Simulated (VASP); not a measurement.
# BeS (F-43m) in VASP: further runs

BeS is run at these levels: PBE, r2SCAN; tasks: single point, relaxation of cell and atoms.

Program: VASP 6.6.1. These are calculated values, not measurements. Logs are shortened: lines on timing, memory, paths and dates and some standing lists are left out, and cuts for length are marked.

## Step 1: The cell of the first run

It takes space group F-43m (No. 216, cubic). Conventional cell: a = 5.034 Å, b = 5.034 Å, c = 5.034 Å, α = 90.00°, β = 90.00°, γ = 90.00°. Be (site symmetry -43m) has 4 S at 2.18 Å within 2.9 Å. S (site symmetry -43m) has 4 Be at 2.18 Å within 2.9 Å.

## Step 2: Single point, PBE

INCAR

```
SYSTEM = BeS
PREC = Accurate ; ENCUT = 600
EDIFF = 1E-6 ; ISMEAR = 0
SIGMA = 0.02 ; LREAL = .False.
LASPH = .True. ; NELM = 120
ALGO = Normal ; ISIF = 2
LWAVE = .False. ; LCHARG = .False.
GGA = PE ; NBANDS = 11
GGA_COMPAT = .False.
```

KPOINTS

```
regular mesh
0
Gamma
  8 8 8
  0 0 0
```

POSCAR

```
BeS
1.0
    0.0000000000      2.5168692549      2.5168692549
    2.5168692549      0.0000000000      2.5168692549
    2.5168692549      2.5168692549      0.0000000000
Be S
1 1
Direct
    0.7500000000      0.7500000000      0.7500000000
    0.0000000000      0.0000000000      0.0000000000
```

Potentials or basis: VASP PAW PBE potentials, release 64 (Be, S).

Command:

```bash
> cat potpaw_PBE.64/Be/POTCAR potpaw_PBE.64/S/POTCAR > POTCAR
> mpirun -np 1 vasp_std > vasp.out
```

OUTCAR:

```text
SYSTEM = BeS
   PREC = Accurate
   ENCUT = 600
   EDIFF = 1E-6
   ISMEAR = 0
   LREAL = .False.
   LASPH = .True.
   NELM = 120
   ISIF = 2
   GGA = PE

 ion  position               nearest neighbor table
   1  0.750  0.750  0.750-   2 2.18   2 2.18   2 2.18   2 2.18
   2  0.000  0.000  0.000-   1 2.18   1 2.18   1 2.18   1 2.18

  LATTYP: Found a face centered cubic cell.
 ALAT       =     5.0337385098

  Lattice vectors:

 A1 = (   0.0000000000,   2.5168692549,   2.5168692549)
 A2 = (   2.5168692549,   0.0000000000,   2.5168692549)
 A3 = (   2.5168692549,   2.5168692549,   0.0000000000)

Analysis of symmetry for initial positions (statically):
=====================================================================
 Subroutine PRICEL returns:
 Original cell was already a primitive cell.

 Routine SETGRP: Setting up the symmetry group for a
 face centered cubic supercell.

 Subroutine GETGRP returns: Found 24 space group operations
 (whereof 24 operations were pure point group operations)
 out of a pool of 48 trial point group operations.

The static configuration has the point symmetry T_d .

Analysis of symmetry for dynamics (positions and initial velocities):
=====================================================================
 Subroutine PRICEL returns:
 Original cell was already a primitive cell.

 Routine SETGRP: Setting up the symmetry group for a
 face centered cubic supercell.

 Subroutine GETGRP returns: Found 24 space group operations
 (whereof 24 operations were pure point group operations)
 out of a pool of 48 trial point group operations.

The dynamic configuration has the point symmetry T_d .

 Subroutine INISYM returns: Found 24 space group operations
 (whereof 24 operations are pure point group operations),
 and found     1 'primitive' translations

----------------------------------------------------------------------------------------

                                     Primitive cell

  volume of cell :      31.8869

  direct lattice vectors                    reciprocal lattice vectors
     0.000000000  2.516869255  2.516869255    -0.198659505  0.198659505  0.198659505
     2.516869255  0.000000000  2.516869255     0.198659505 -0.198659505  0.198659505
     2.516869255  2.516869255  0.000000000     0.198659505  0.198659505 -0.198659505

  length of vectors
     3.559390635  3.559390635  3.559390635     0.344088356  0.344088356  0.344088356

  position of ions in fractional coordinates (direct lattice)
     0.750000000  0.750000000  0.750000000
     0.000000000  0.000000000  0.000000000

  ion indices of the primitive-cell ions
   primitive index   ion index
                 1           1
                 2           2

----------------------------------------------------------------------------------------

 KPOINTS: regular mesh

Automatic generation of k-mesh.
 Grid dimensions read from file:
 generate k-points for:    8    8    8

 Generating k-lattice:

  Cartesian coordinates                     Fractional coordinates (reciprocal lattice)
    -0.024832438  0.024832438  0.024832438     0.125000000  0.000000000  0.000000000
     0.024832438 -0.024832438  0.024832438     0.000000000  0.125000000  0.000000000
     0.024832438  0.024832438 -0.024832438     0.000000000  0.000000000  0.125000000

  Length of vectors
     0.043011044  0.043011044  0.043011044

  Shift w.r.t. Gamma in fractional coordinates (k-lattice)
     0.000000000  0.000000000  0.000000000

 Subroutine IBZKPT returns following result:
 ===========================================

 Found     29 irreducible k-points:

 Following reciprocal coordinates:
            Coordinates               Weight
  0.000000  0.000000  0.000000      1.000000
  0.125000  0.000000  0.000000      8.000000
  0.250000  0.000000  0.000000      8.000000
  0.375000  0.000000  0.000000      8.000000
  0.500000  0.000000  0.000000      4.000000
  0.125000  0.125000  0.000000      6.000000
[... 16 lines left out ...]
  0.500000  0.250000  0.125000     48.000000
 -0.375000  0.250000  0.125000     24.000000
 [... further k-points ...]
   k-points           NKPTS =     29   k-points in BZ     NKDIM =     29   number of bands    NBANDS=     11
   number of dos      NEDOS =    301   number of ions     NIONS =      2
   total plane-waves  NPLWV =  21952
   dimension x,y,z NGX =    28 NGY =   28 NGZ =   28
   dimension x,y,z NGXF=    56 NGYF=   56 NGZF=   56
   ions per type =               1   1
   NGX,Y,Z   is equivalent  to a cutoff of  13.08, 13.08, 13.08 a.u.
   NGXF,Y,Z  is equivalent  to a cutoff of  26.16, 26.16, 26.16 a.u.
 SYSTEM =  BeS
   PREC   = accura    normal or accurate (medium, high low for compatibility)
   ISTART =      0    job   : 0-new  1-cont  2-samecut
   ICHARG =      2    charge: 1-file 2-atom 10-const
   ISPIN  =      1    spin polarized calculation?
   LNONCOLLINEAR =      F non collinear calculations
   LSORBIT =      F    spin-orbit coupling
   LASPH  =      T    aspherical Exc in radial PAW
   ENCUT  =  600.0 eV  44.10 Ry    6.64 a.u.   7.11  7.11  7.11*2*pi/ulx,y,z
   NELM   =    120;   NELMIN=  2; NELMDL= -5     # of ELM steps
   EDIFF  = 0.1E-05   stopping-criterion for ELM
   LREAL  =      F    real-space projection
   EDIFFG = 0.1E-04   stopping-criterion for IOM
   NSW    =      0    number of steps for IOM
   IBRION =     -1    ionic relax: 0-MD 1-quasi-New 2-CG
   NFREE  =      0    steps in history (QN), initial steepest desc. (CG)
   ISIF   =      2    stress and relaxation
   ISYM   =      2    0-nonsym 1-usesym 2-fastsym
   POTIM  = 0.5000    time-step for ionic-motion
   TEBEG  =    0.0;   TEEND  =   0.0 temperature during run
   PSTRESS=    0.0 pullay stress
   NELECT =       8.0000    total number of electrons
   NUPDOWN=      -1.0000    fix difference up-down
   EMIN   =  10.00;   EMAX   =-10.00  energy-range for DOS
   EFERMI =   0.00;   METHOD = LEGACY
   ISMEAR =     0;   SIGMA  =   0.02  broadening in eV -4-tet -1-fermi 0-gaus
   EFERMI_NEDOS =   21; number of points for ismear=-14 and -15
   IALGO  =     38    algorithm
   IMIX   =      4    mixing-type and parameters
     AMIX     =   0.40;   BMIX     =  1.00
     AMIX_MAG =   1.60;   BMIX_MAG =  1.00
  volume/ion in A,a.u.               =      15.94       107.59
  Fermi-wavevector in a.u.,A,eV,Ry     =   1.032526  1.951191 14.505296  1.066109
  Thomas-Fermi vector in A             =   2.166728
   LORBIT       =      0    0 simple, 1 ext, 2 COOP (PROOUT), +10 PAW based schemes
   GGA     = PE    functional components
   LHFCALC =     F    Hartree Fock is set to
   AEXX    =    0.0000 exact exchange contribution
   IVDW    =     0    specifies the selected vdW correction
   LEPSILON=     F    determine dielectric tensor
   LRPA    =     F    only Hartree local field effects (RPA)
 non-spin polarized calculation
 Gauss-broadening in eV      SIGMA  =   0.02
  energy-cutoff  :      600.00
  volume of cell :       31.89
 maximum number of plane-waves:      1090
   NGX = 15   NGY = 15   NGZ = 15

 number of electron       8.0000001 magnetization

 Free energy of the ion-electron system (eV)
  ---------------------------------------------------
  ext. energy  EPLUGINS =         0.00000000
  ---------------------------------------------------
  free energy    TOTEN  =        -9.94208983 eV

  energy without entropy =       -9.94208983  energy(sigma->0) =       -9.94208983

 E-fermi :   3.2066     XC(G=0):  -9.2764

 val. band max:        3.0851135489   @ k =   0.0000   0.0000   0.0000
 cond. band min:       6.4168159225   @ k =   0.5000   0.5000   0.0000
 fundamental gap:      3.3317023737
 Fermi energy:         3.2066284638

 k-point     1 :       0.0000    0.0000    0.0000
  band No.  band energies     occupation
      1      -9.9080      2.00000
      2       3.0851      2.00000
      3       3.0851      2.00000
      4       3.0851      2.00000
      5       8.0652      0.00000
      6       8.7732      0.00000
      7       8.7732      0.00000
      8       8.7732      0.00000
      9      15.6724      0.00000
     10      15.6724      0.00000
     11      17.0996      0.00000

 k-point     2 :       0.1250    0.0000    0.0000
  band No.  band energies     occupation
      1      -9.7565      2.00000
      2       2.0041      2.00000
      3       2.9186      2.00000
      4       2.9186      2.00000
      5       8.3192      0.00000
      6       9.0817      0.00000
      7       9.0817      0.00000
      8       9.6082      0.00000
      9      15.0392      0.00000
     10      15.0392      0.00000
     11      17.1544      0.00000

 k-point     3 :       0.2500    0.0000    0.0000
  band No.  band energies     occupation
      1      -9.3452      2.00000
      2       0.1300      2.00000
      3       2.5784      2.00000
      4       2.5784      2.00000
      5       8.2778      0.00000
      6       9.5797      0.00000
      7       9.5797      0.00000
      8      11.5467      0.00000
      9      14.7947      0.00000
     10      14.7947      0.00000
     11      16.7843      0.00000

 k-point     4 :       0.3750    0.0000    0.0000
  band No.  band energies     occupation
      1      -8.8392      2.00000
      2      -1.4084      2.00000
      3       2.2979      2.00000
      4       2.2979      2.00000
      5       8.1906      0.00000
      6       9.6888      0.00000
      7       9.6888      0.00000
      8      13.1660      0.00000
      9      15.9723      0.00000
     10      15.9723      0.00000
     11      16.7197      0.00000
[... 239 lines left out ...]
 k-point    22 :       0.3750    0.2500    0.1250
  band No.  band energies     occupation
      1      -9.0132      2.00000
      2      -0.1085      2.00000
      3       1.2443      2.00000
      4       2.1242      2.00000
      5       8.5611      0.00000
      6       9.9170      0.00000
      7      10.4513      0.00000
      8      11.2878      0.00000
      9      14.1465      0.00000
     10      16.9404      0.00000
     11      18.2048      0.00000

 k-point    23 :       0.5000    0.2500    0.1250
  band No.  band energies     occupation
      1      -8.5745      2.00000
      2      -1.0899      2.00000
      3       0.7462      2.00000
      4       1.7244      2.00000
      5       9.0024      0.00000
      6       9.7037      0.00000
      7      11.0972      0.00000
      8      12.0028      0.00000
      9      15.1246      0.00000
     10      16.7857      0.00000
     11      18.6735      0.00000

 k-point    24 :      -0.3750    0.2500    0.1250
  band No.  band energies     occupation
      1      -8.3619      2.00000
      2      -1.5473      2.00000
      3       0.6457      2.00000
      4       1.5172      2.00000
      5       9.2112      0.00000
      6       9.3612      0.00000
      7      11.7104      0.00000
      8      13.0581      0.00000
      9      14.1196      0.00000
     10      17.7211      0.00000
     11      18.1886      0.00000

 [... further k-points ...]
[... 5 lines left out ...]
  --------------------------------------------------------------------------------------
  -------------------------------------------------------------------------------------
  Total       -1.4652100     -1.4652100     -1.4652100      0.0000000      0.0000000      0.0000000
  in kB      -73.6204560    -73.6204560    -73.6204560      0.0000000      0.0000000      0.0000000
  external PRESSURE =     -73.6204560 kB  Pullay stress =       0.0000000 kB

 VOLUME and BASIS-vectors are now :
 -----------------------------------------------------------------------------
  energy-cutoff  :      600.00
  volume of cell :       31.89
      direct lattice vectors                 reciprocal lattice vectors
     0.000000000  2.516869255  2.516869255    -0.198659505  0.198659505  0.198659505
     2.516869255  0.000000000  2.516869255     0.198659505 -0.198659505  0.198659505
     2.516869255  2.516869255  0.000000000     0.198659505  0.198659505 -0.198659505

 POSITION                                       TOTAL-FORCE (eV/Angst)
 -----------------------------------------------------------------------------------
      3.77530      3.77530      3.77530         0.000000     -0.000000      0.000000
      0.00000      0.00000      0.00000        -0.000000      0.000000     -0.000000
 -----------------------------------------------------------------------------------
    total drift:                                0.000000      0.000000      0.000000

  FREE ENERGIE OF THE ION-ELECTRON SYSTEM (eV)
  ---------------------------------------------------
  free  energy   TOTEN  =        -9.9420898279 eV

  energy  without entropy=       -9.9420898279  energy(sigma->0) =       -9.94208983
```

Run time: 10 s. Hardware: 1 thread of Intel Xeon Platinum 8259CL at 2.50GHz (Skylake/Cascade Lake), shared host; peak memory 0.15 GiB.

What came out:

| Quantity | Value |
| --- | --- |
| Free energy | -9.9421 eV |
| Pressure | -7.4 GPa |
| Band gap on the k mesh | 3.33 eV, indirect (least direct gap 4.98 eV) |

A k mesh can miss the band edges.

## Step 3: Single point, r2SCAN

This run uses another cell than the first one, of 14.49 Å³/atom, 0.909 times its volume.

POSCAR

```
BeS
1.0
    0.0000000000      2.4381650070      2.4381650070
    2.4381650070      0.0000000000      2.4381650070
    2.4381650070      2.4381650070      0.0000000000
Be S
1 1
Direct
    0.7500000000      0.7500000000      0.7500000000
    0.0000000000      0.0000000000      0.0000000000
```

INCAR.step1

```
SYSTEM = BeS
PREC     = Accurate       ! precision mode
ENCUT    = 660            ! plane-wave cutoff, eV
ISMEAR   = 0              ! smearing method
SIGMA    = 0.02           ! smearing width, eV
LREAL    = .False.        ! projectors in reciprocal space
LASPH    = .True.         ! aspherical terms in the spheres
NELM     = 120            ! most SCF steps
NBANDS   = 11             ! bands
GGA      = PE             ! functional
ALGO     = Normal         ! electronic algorithm
EDIFF    = 1E-5           ! SCF threshold, eV
LWAVE    = .True.         ! write WAVECAR
LCHARG   = .False.        ! write CHGCAR
GGA_COMPAT= .False.
```

INCAR.step2

```
SYSTEM = BeS
PREC     = Accurate       ! precision mode
ENCUT    = 660            ! plane-wave cutoff, eV
EDIFF    = 1E-6           ! SCF threshold, eV
ISMEAR   = 0              ! smearing method
SIGMA    = 0.02           ! smearing width, eV
LREAL    = .False.        ! projectors in reciprocal space
LASPH    = .True.         ! aspherical terms in the spheres
NELM     = 120            ! most SCF steps
ALGO     = Normal         ! electronic algorithm
ISIF     = 2              ! what is computed and relaxed
LWAVE    = .False.        ! write WAVECAR
LCHARG   = .False.        ! write CHGCAR
METAGGA  = R2SCAN         ! meta-GGA
LMIXTAU  = .True.       
NBANDS   = 11             ! bands
ISTART   = 1            
GGA_COMPAT= .False.
```

KPOINTS is that of step 2.

Potentials or basis: VASP PAW PBE potentials, release 64 (Be, S).

Command:

```bash
> cat potpaw_PBE.64/Be/POTCAR potpaw_PBE.64/S/POTCAR > POTCAR
> cp INCAR.step1 INCAR
> mpirun -np 1 vasp_std > vasp.out
> cp INCAR.step2 INCAR
> mpirun -np 1 vasp_std > vasp.out
```

Run time: 59 s. Hardware: 1 thread of Intel Xeon Platinum 8259CL at 2.50GHz (Skylake/Cascade Lake), shared host; peak memory 0.17 GiB.

The run converged. Its results:

```
Free energy            : -14.7873 eV
Pressure               : -0.2 GPa
Band gap on the k mesh : 3.61 eV, indirect (least direct gap 6.27 eV)
```

Levels at points of the mesh, in eV from the valence-band top:
| k point | band 1 | band 2 | band 3 | band 4 | band 5 | band 6 | band 7 | band 8 | band 9 |
| --- | --- | --- | --- | --- | --- | --- | --- | --- | --- |
| (0.00, 0.00, 0.00) | -14.18 | 0.00 | 0.00 | 0.00 | 6.27 | 6.27 | 6.27 | 6.54 | 13.39 |
| (0.50, 0.00, 0.00) | -12.55 | -5.85 | -1.03 | -1.03 | 6.04 | 7.15 | 7.15 | 11.98 | 15.65 |
| (0.50, 0.50, 0.00) | -12.00 | -5.10 | -2.66 | -2.66 | 3.61 | 5.40 | 13.73 | 13.73 | 16.55 |

Caveat: the PAW data sets were made with another functional, which shifts forces and pressure a little. A k mesh can miss the band edges.

## Step 4: Single point, r2SCAN

This run uses another cell than the first one, of 14.49 Å³/atom, 0.909 times its volume.

POSCAR is that of step 3.

INCAR.step1

```
ALGO = Normal
EDIFF = 1E-5
ENCUT = 660
GGA = PE
GGA_COMPAT = F
ISMEAR = 0
LASPH = T
LCHARG = F
LREAL = F
LWAVE = T
NBANDS = 11
NELM = 120
PREC = Accurate
SIGMA = 0.02
```

INCAR.step2

```
ALGO = Normal
EDIFF = 1E-6
ENCUT = 660
GGA_COMPAT = F
ISIF = 2
ISMEAR = 0
ISTART = 1
LASPH = T
LCHARG = F
LMIXTAU = T
LREAL = F
LWAVE = F
METAGGA = R2SCAN
NBANDS = 11
NELM = 120
PREC = Accurate
SIGMA = 0.02
```

KPOINTS

```
k-points
0
Gamma
  8 8 8
```

Command:

```bash
> cat potpaw_PBE.64/Be/POTCAR potpaw_PBE.64/S/POTCAR > POTCAR
> cp INCAR.step1 INCAR
> mpirun -np 1 vasp_std > vasp.out
> cp INCAR.step2 INCAR
> mpirun -np 1 vasp_std > vasp.out
```

Wall time 54 s (1 thread of Intel Xeon Platinum 8259CL at 2.50GHz (Skylake/Cascade Lake), shared host); peak memory 0.17 GiB.

It converged, with:

```yaml
Free_energy: -14.7873 eV
Pressure: -0.2 GPa
Band_gap_on_the_k_mesh: 3.61 eV, indirect (least direct gap 6.27 eV)
```

Levels at points of the mesh, in eV from the valence-band top:
| k point | band 1 | band 2 | band 3 | band 4 | band 5 | band 6 | band 7 | band 8 | band 9 |
| --- | --- | --- | --- | --- | --- | --- | --- | --- | --- |
| (0.00, 0.00, 0.00) | -14.18 | 0.00 | 0.00 | 0.00 | 6.27 | 6.27 | 6.27 | 6.54 | 13.39 |
| (0.50, 0.00, 0.00) | -12.55 | -5.85 | -1.03 | -1.03 | 6.04 | 7.15 | 7.15 | 11.98 | 15.65 |
| (0.50, 0.50, 0.00) | -12.00 | -5.10 | -2.66 | -2.66 | 3.61 | 5.40 | 13.73 | 13.73 | 16.55 |

Caveat: the PAW data sets were made with another functional, which shifts forces and pressure a little.

[end of part 1 of 2]
